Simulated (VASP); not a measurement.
# NaF (R-3m) in VASP: notebook

The runs below take NaF through single point, with PBEsol.

Program: VASP 6.6.1. These are calculated values, not measurements. Logs are shortened: lines on timing, memory, paths and dates and some standing lists are left out, and cuts for length are marked.

## 1. The cell of the first run

It takes space group R-3m (No. 166, trigonal). The conventional cell has a = 2.608 Å, b = 2.608 Å, c = 12.776 Å, α = 90.00°, β = 90.00°, γ = 120.00°. Na (site symmetry -3m) has 6 F at 2.61 Å and 6 Na at 2.61 Å within 3.4 Å. F (site symmetry -3m) has 6 Na at 2.61 Å and 6 F at 2.61 Å within 3.4 Å.

## 2. Single point, PBEsol

Contents of INCAR:

```
SYSTEM = NaF
PREC = Accurate
ENCUT = 520
EDIFF = 1E-6
ISMEAR = 0
SIGMA = 0.05
LREAL = .FALSE.
LASPH = .TRUE.
NELM = 60
ALGO = Normal
ISIF = 2
LWAVE = .FALSE.
LCHARG = .FALSE.
GGA = PS
NBANDS = 14
```

Contents of KPOINTS:

```
regular mesh
0
G
  10 10 10
  0 0 0
```

Contents of POSCAR:

```
NaF
1.0
    1.2293362880      3.0733407200      3.0733407200
    3.0733407200      1.2293362880      3.0733407200
    3.0733407200      3.0733407200      1.2293362880
Na F
1 1
Direct
    0.0000000000      0.0000000000      0.0000000000
    0.5000000000      0.5000000000      0.5000000000
```

Potentials or basis: VASP PAW PBE potentials, release 64 (Na_pv, F).

Launch:

```console
$ cat potpaw_PBE.64/Na_pv/POTCAR potpaw_PBE.64/F/POTCAR > POTCAR
$ mpirun -np 1 vasp_std > vasp.out
```

OUTCAR:

```text
SYSTEM = NaF
   PREC = Accurate
   ENCUT = 520
   EDIFF = 1E-6
   ISMEAR = 0
   LREAL = .FALSE.
   LASPH = .TRUE.
   NELM = 60
   ISIF = 2
   GGA = PS

 ion  position               nearest neighbor table
   1  0.000  0.000  0.000-
   2  0.500  0.500  0.500-

  LATTYP: Found a trigonal (rhomboedric) cell.
 ALAT       =     4.5168699418
 COS(alpha) =     0.8333333333

  Lattice vectors:

 A1 = (   1.2293362880,   3.0733407200,   3.0733407200)
 A2 = (   3.0733407200,   1.2293362880,   3.0733407200)
 A3 = (   3.0733407200,   3.0733407200,   1.2293362880)

Analysis of symmetry for initial positions (statically):
=====================================================================
 Subroutine PRICEL returns:
 Original cell was already a primitive cell.

 Routine SETGRP: Setting up the symmetry group for a
 trigonal (rhombohedral) supercell.

 Subroutine GETGRP returns: Found 12 space group operations
 (whereof 12 operations were pure point group operations)
 out of a pool of 12 trial point group operations.

The static configuration has the point symmetry D_3d.

Analysis of symmetry for dynamics (positions and initial velocities):
=====================================================================
 Subroutine PRICEL returns:
 Original cell was already a primitive cell.

 Routine SETGRP: Setting up the symmetry group for a
 trigonal (rhombohedral) supercell.

 Subroutine GETGRP returns: Found 12 space group operations
 (whereof 12 operations were pure point group operations)
 out of a pool of 12 trial point group operations.

The dynamic configuration has the point symmetry D_3d.

 Subroutine INISYM returns: Found 12 space group operations
 (whereof 12 operations are pure point group operations),
 and found     1 'primitive' translations

----------------------------------------------------------------------------------------

                                     Primitive cell

  volume of cell :      25.0811

  direct lattice vectors                    reciprocal lattice vectors
     1.229336288  3.073340720  3.073340720    -0.316340527  0.225957519  0.225957519
     3.073340720  1.229336288  3.073340720     0.225957519 -0.316340527  0.225957519
     3.073340720  3.073340720  1.229336288     0.225957519  0.225957519 -0.316340527

  length of vectors
     4.516869942  4.516869942  4.516869942     0.449649786  0.449649786  0.449649786

  position of ions in fractional coordinates (direct lattice)
     0.000000000  0.000000000  0.000000000
     0.500000000  0.500000000  0.500000000

  ion indices of the primitive-cell ions
   primitive index   ion index
                 1           1
                 2           2

----------------------------------------------------------------------------------------

 KPOINTS: regular mesh

Automatic generation of k-mesh.
 Grid dimensions read from file:
 generate k-points for:   10   10   10

 Generating k-lattice:

  Cartesian coordinates                     Fractional coordinates (reciprocal lattice)
    -0.031634053  0.022595752  0.022595752     0.100000000  0.000000000  0.000000000
     0.022595752 -0.031634053  0.022595752     0.000000000  0.100000000  0.000000000
     0.022595752  0.022595752 -0.031634053     0.000000000  0.000000000  0.100000000

  Length of vectors
     0.044964979  0.044964979  0.044964979

  Shift w.r.t. Gamma in fractional coordinates (k-lattice)
     0.000000000  0.000000000  0.000000000

 Subroutine IBZKPT returns following result:
 ===========================================

 Found    116 irreducible k-points:

 Following reciprocal coordinates:
            Coordinates               Weight
  0.000000  0.000000  0.000000      1.000000
  0.100000 -0.000000 -0.000000      6.000000
  0.200000 -0.000000 -0.000000      6.000000
  0.300000 -0.000000 -0.000000      6.000000
  0.400000 -0.000000 -0.000000      6.000000
  0.500000 -0.000000 -0.000000      3.000000
[... 16 lines left out ...]
  0.300000  0.300000 -0.000000      6.000000
  0.400000  0.300000 -0.000000     12.000000
 [... further k-points ...]
   k-points           NKPTS =    116   k-points in BZ     NKDIM =    116   number of bands    NBANDS=     14
   number of dos      NEDOS =    301   number of ions     NIONS =      2
   total plane-waves  NPLWV =  46656
   dimension x,y,z NGX =    36 NGY =   36 NGZ =   36
   dimension x,y,z NGXF=    72 NGYF=   72 NGZF=   72
   ions per type =               1   1
   NGX,Y,Z   is equivalent  to a cutoff of  13.25, 13.25, 13.25 a.u.
   NGXF,Y,Z  is equivalent  to a cutoff of  26.50, 26.50, 26.50 a.u.
 SYSTEM =  NaF
   PREC   = accura    normal or accurate (medium, high low for compatibility)
   ISTART =      0    job   : 0-new  1-cont  2-samecut
   ICHARG =      2    charge: 1-file 2-atom 10-const
   ISPIN  =      1    spin polarized calculation?
   LNONCOLLINEAR =      F non collinear calculations
   LSORBIT =      F    spin-orbit coupling
   LASPH  =      T    aspherical Exc in radial PAW
   ENCUT  =  520.0 eV  38.22 Ry    6.18 a.u.   8.40  8.40  8.40*2*pi/ulx,y,z
   NELM   =     60;   NELMIN=  2; NELMDL= -5     # of ELM steps
   EDIFF  = 0.1E-05   stopping-criterion for ELM
   LREAL  =      F    real-space projection
   EDIFFG = 0.1E-04   stopping-criterion for IOM
   NSW    =      0    number of steps for IOM
   IBRION =     -1    ionic relax: 0-MD 1-quasi-New 2-CG
   NFREE  =      0    steps in history (QN), initial steepest desc. (CG)
   ISIF   =      2    stress and relaxation
   ISYM   =      2    0-nonsym 1-usesym 2-fastsym
   POTIM  = 0.5000    time-step for ionic-motion
   TEBEG  =    0.0;   TEEND  =   0.0 temperature during run
   PSTRESS=    0.0 pullay stress
   NELECT =      14.0000    total number of electrons
   NUPDOWN=      -1.0000    fix difference up-down
   EMIN   =  10.00;   EMAX   =-10.00  energy-range for DOS
   EFERMI =   0.00;   METHOD = LEGACY
   ISMEAR =     0;   SIGMA  =   0.05  broadening in eV -4-tet -1-fermi 0-gaus
   EFERMI_NEDOS =   21; number of points for ismear=-14 and -15
   IALGO  =     38    algorithm
   IMIX   =      4    mixing-type and parameters
     AMIX     =   0.40;   BMIX     =  1.00
     AMIX_MAG =   1.60;   BMIX_MAG =  1.00
  volume/ion in A,a.u.               =      12.54        84.63
  Fermi-wavevector in a.u.,A,eV,Ry     =   1.347935  2.547227 24.720809  1.816928
  Thomas-Fermi vector in A             =   2.475645
   LORBIT       =      0    0 simple, 1 ext, 2 COOP (PROOUT), +10 PAW based schemes
   GGA     = PS    functional components
   LHFCALC =     F    Hartree Fock is set to
   AEXX    =    0.0000 exact exchange contribution
   IVDW    =     0    specifies the selected vdW correction
   LEPSILON=     F    determine dielectric tensor
   LRPA    =     F    only Hartree local field effects (RPA)
 non-spin polarized calculation
 Gauss-broadening in eV      SIGMA  =   0.05
  energy-cutoff  :      520.00
  volume of cell :       25.08
 maximum number of plane-waves:       687
 NGX is ok and might be reduce to    36

 number of electron      14.0000001 magnetization

 Free energy of the ion-electron system (eV)
  ---------------------------------------------------
  ext. energy  EPLUGINS =         0.00000000
  ---------------------------------------------------
  free energy    TOTEN  =        -6.09646144 eV

  energy without entropy =       -6.09631121  energy(sigma->0) =       -6.09638633

 E-fermi :   1.2770     XC(G=0):  -9.5001

 val. band max:        1.2210442557   @ k =   0.0000   0.0000   0.0000
 cond. band min:       1.4704205312   @ k =   0.1000   0.1000   0.1000
 fundamental gap:      0.2493762756
 Fermi energy:         1.2770320485

 k-point     1 :       0.0000    0.0000    0.0000
  band No.  band energies     occupation
      1     -23.5599      2.00000
      2     -23.5599      2.00000
      3     -23.4967      2.00000
      4     -19.4803      2.00000
      5      -2.1231      2.00000
      6       1.2206      1.88950
      7       1.2206      1.88950
      8       1.2210      1.88671
      9      11.6291      0.00000
     10      13.5549      0.00000
     11      22.5494      0.00000
     12      22.5494      0.00000
     13      25.8213      0.00000
     14      26.9393      0.00000

 k-point     2 :       0.1000   -0.0000   -0.0000
  band No.  band energies     occupation
      1     -23.6253      2.00000
      2     -23.5730      2.00000
      3     -23.4858      2.00000
      4     -19.4055      2.00000
      5      -2.0494      2.00000
      6       0.6114      2.00000
      7       1.1610      1.99897
      8       1.8502      0.00000
      9      11.6063      0.00000
     10      14.0398      0.00000
     11      19.9486      0.00000
     12      22.4456      0.00000
     13      25.3225      0.00000
     14      26.6049      0.00000

 k-point     3 :       0.2000   -0.0000   -0.0000
  band No.  band energies     occupation
      1     -23.7929      2.00000
      2     -23.6070      2.00000
      3     -23.4571      2.00000
      4     -19.2063      2.00000
      5      -1.8366      2.00000
      6      -0.2359      2.00000
      7       1.0078      2.00000
      8       2.8682      0.00000
      9      11.6534      0.00000
     10      15.2069      0.00000
     11      16.7032      0.00000
     12      22.1374      0.00000
     13      22.1721      0.00000
     14      25.0663      0.00000
[... 324 lines left out ...]
 k-point    23 :       0.3000    0.3000   -0.0000
  band No.  band energies     occupation
      1     -23.9904      2.00000
      2     -23.6490      2.00000
      3     -23.4241      2.00000
      4     -18.9541      2.00000
      5      -1.6682      2.00000
      6      -1.0540      2.00000
      7       0.8262      2.00000
      8       4.6429      0.00000
      9      11.2164      0.00000
     10      13.6702      0.00000
     11      16.8559      0.00000
     12      18.9435      0.00000
     13      22.2266      0.00000
     14      25.3323      0.00000

 k-point    24 :       0.4000    0.3000   -0.0000
  band No.  band energies     occupation
      1     -24.0712      2.00000
      2     -23.7011      2.00000
      3     -23.4028      2.00000
      4     -18.8133      2.00000
      5      -1.5354      2.00000
      6      -1.3083      2.00000
      7       0.5495      2.00000
      8       5.6847      0.00000
      9      11.1468      0.00000
     10      12.8269      0.00000
     11      16.7971      0.00000
     12      17.8797      0.00000
     13      21.5265      0.00000
     14      23.0901      0.00000

 [... further k-points ...]

------------------------ aborting loop because EDIFF is reached ----------------------------------------

  FORCE on cell =-STRESS in cart. coord.  units (eV):
  Direction    XX          YY          ZZ          XY          YZ          ZX
  --------------------------------------------------------------------------------------
  -------------------------------------------------------------------------------------
  Total        0.0924565      0.0924565      0.0924565     -4.6712876     -4.6712876     -4.6712876
  in kB        5.9061193      5.9061193      5.9061193   -298.4017139   -298.4017139   -298.4017139
  external PRESSURE =       5.9061193 kB  Pullay stress =       0.0000000 kB

 VOLUME and BASIS-vectors are now :
 -----------------------------------------------------------------------------
  energy-cutoff  :      520.00
  volume of cell :       25.08
      direct lattice vectors                 reciprocal lattice vectors
     1.229336288  3.073340720  3.073340720    -0.316340527  0.225957519  0.225957519
     3.073340720  1.229336288  3.073340720     0.225957519 -0.316340527  0.225957519
     3.073340720  3.073340720  1.229336288     0.225957519  0.225957519 -0.316340527

 POSITION                                       TOTAL-FORCE (eV/Angst)
 -----------------------------------------------------------------------------------
      0.00000      0.00000      0.00000         0.000000      0.000000      0.000000
      3.68801      3.68801      3.68801        -0.000000     -0.000000     -0.000000
 -----------------------------------------------------------------------------------
    total drift:                                0.000000      0.000000      0.000000

  FREE ENERGIE OF THE ION-ELECTRON SYSTEM (eV)
  ---------------------------------------------------
  free  energy   TOTEN  =        -6.0964614404 eV

  energy  without entropy=       -6.0963112104  energy(sigma->0) =       -6.09638633
```

Run time: 28 s. Hardware: 1 thread of Intel Xeon 6975P-C (Granite Rapids), shared host; peak memory 0.2 GiB.

Results:

```yaml
Free_energy: -6.0965 eV
Pressure: 0.6 GPa
Band_gap_on_the_k_mesh: zero (filled and empty bands touch)
```

Caveat: the PAW data sets were made with another functional, which shifts forces and pressure a little.

## 3. Single point, PBEsol

This run uses another cell than the first one, of the same volume but with other edges.

Contents of INCAR:

```
SYSTEM = NaF
ALGO = Normal
EDIFF = 1E-6
ENCUT = 520
GGA = PS
ISIF = 2
ISMEAR = 0
LASPH = .True.
LCHARG = .True.
LELF = .True.
LREAL = .False.
LVHAR = .True.
LWAVE = .False.
NBANDS = 14
NELM = 60
PREC = Accurate
SIGMA = 0.05
```

Contents of KPOINTS:

```
k-points
0
Gamma
  10 10 10
  0 0 0
```

Contents of POSCAR:

```
NaF
1.0
   -0.5034920084      2.1007770007      2.1007770007
    2.1007770007     -0.5034920084      2.1007770007
    2.1007770007      2.1007770007     -0.5034920084
Na F
1 1
Direct
    0.0000000000      0.0000000000      0.0000000000
    0.5000000000      0.5000000000      0.5000000000
```

Potentials or basis: VASP PAW PBE potentials, release 64 (Na_pv, F).

Launch:

```console
$ cat potpaw_PBE.64/Na_pv/POTCAR potpaw_PBE.64/F/POTCAR > POTCAR
$ mpirun -np 1 vasp_std > vasp.out
```

Wall time 9.2 s (1 thread of Intel Xeon 6975P-C (Granite Rapids), shared host); peak memory 0.15 GiB.

It converged, with:

```yaml
Free_energy: -8.5768 eV
Pressure: -2.3 GPa
Band_gap_on_the_k_mesh: 5.46 eV, direct
```

Stress tensor (GPa, compression positive):
```
-2.31  2.37  2.37
 2.37 -2.31  2.37
 2.37  2.37 -2.31
```

Levels at points of the mesh, in eV from the valence-band top:
| k point | band 5 | band 6 | band 7 | band 8 | band 9 | band 10 |
| --- | --- | --- | --- | --- | --- | --- |
| (0.00, 0.00, 0.00) | -0.44 | -0.44 | 0.00 | 5.46 | 16.01 | 16.01 |
| (0.50, 0.00, 0.00) | -2.11 | -0.49 | -0.13 | 9.91 | 10.95 | 19.03 |
| (0.50, 0.50, 0.00) | -1.68 | -1.21 | -0.23 | 11.65 | 12.59 | 14.02 |
| (0.50, 0.50, 0.50) | -1.67 | -1.08 | -1.08 | 10.80 | 14.54 | 16.02 |

Caveat: the PAW data sets were made with another functional, which shifts forces and pressure a little.
